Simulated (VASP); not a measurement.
Wanted: the native input for a VASP 6.6.1 run.

- Task: single point
- Functional: r2SCAN
- Potentials or basis: VASP PAW PBE potentials, release 64 (Rb_sv, Sr_sv, Br)
- Cutoff: 520 eV
- k mesh: 4 × 4 × 4
- Occupations: gaussian, width 0.01 eV
- Spin: no spin polarisation
- Dipole correction: no
- Further INCAR settings: ALGO = Normal; EDIFF = 1e-06; NBANDS = 28

Crystal: RbSrBr3.

```
Rb Sr Br
1.0
     6.24338    0.00000    0.00000
     0.00000    6.24338    0.00000
     0.00000    0.00000    6.24338
Rb Sr Br
1 1 3
Direct
  0.00000 0.00000 0.00000
  0.50000 0.50000 0.50000
  0.50000 0.50000 0.00000
  0.50000 0.00000 0.50000
  0.00000 0.50000 0.50000
```

This cell differs from its parent crystal: strain +5.0%.

The input as run:

POSCAR

```
RbSrBr3
1.0
    6.2433788757      0.0000000000      0.0000000000
    0.0000000000      6.2433788757      0.0000000000
    0.0000000000      0.0000000000      6.2433788757
Rb Sr Br
1 1 3
Direct
    0.0000000000      0.0000000000      0.0000000000
    0.5000000000      0.5000000000      0.5000000000
    0.5000000000      0.5000000000      0.0000000000
    0.5000000000      0.0000000000      0.5000000000
    0.0000000000      0.5000000000      0.5000000000
```

INCAR.step1

```
ALGO = Normal
EDIFF = 1E-4
ENCUT = 520
GGA = PE
ISMEAR = 0
LASPH = T
LCHARG = F
LREAL = F
LWAVE = T
NBANDS = 28
NELM = 100
PREC = Accurate
SIGMA = 0.01
```

INCAR.step2

```
ALGO = Normal
EDIFF = 1E-6
ENCUT = 520
ISIF = 2
ISMEAR = 0
ISTART = 1
LASPH = T
LCHARG = F
LMIXTAU = T
LREAL = F
LWAVE = F
METAGGA = R2SCAN
NBANDS = 28
NELM = 100
PREC = Accurate
SIGMA = 0.01
```

KPOINTS

```
k-points
0
Gamma
  4 4 4
```

Potentials or basis: VASP PAW PBE potentials, release 64 (Rb_sv, Sr_sv, Br).

The run is started by

```sh
$ cat potpaw_PBE.64/Rb_sv/POTCAR potpaw_PBE.64/Sr_sv/POTCAR potpaw_PBE.64/Br/POTCAR > POTCAR
$ cp INCAR.step1 INCAR
$ mpirun -np 1 vasp_std > vasp.out
$ cp INCAR.step2 INCAR
$ mpirun -np 1 vasp_std > vasp.out
```

Results of the run:

- Pressure: -1.9 GPa
- Band gap on the k mesh: 4.37 eV (least direct gap 4.61 eV)

Caveat: the cell differs from its parent crystal (strain +5.0%); the PAW data sets were made with another functional, which shifts forces and pressure a little.

Wall time 4.4 min on 1 thread of Intel Xeon 8259CL, with other jobs on the host, peak memory 0.4 GiB.
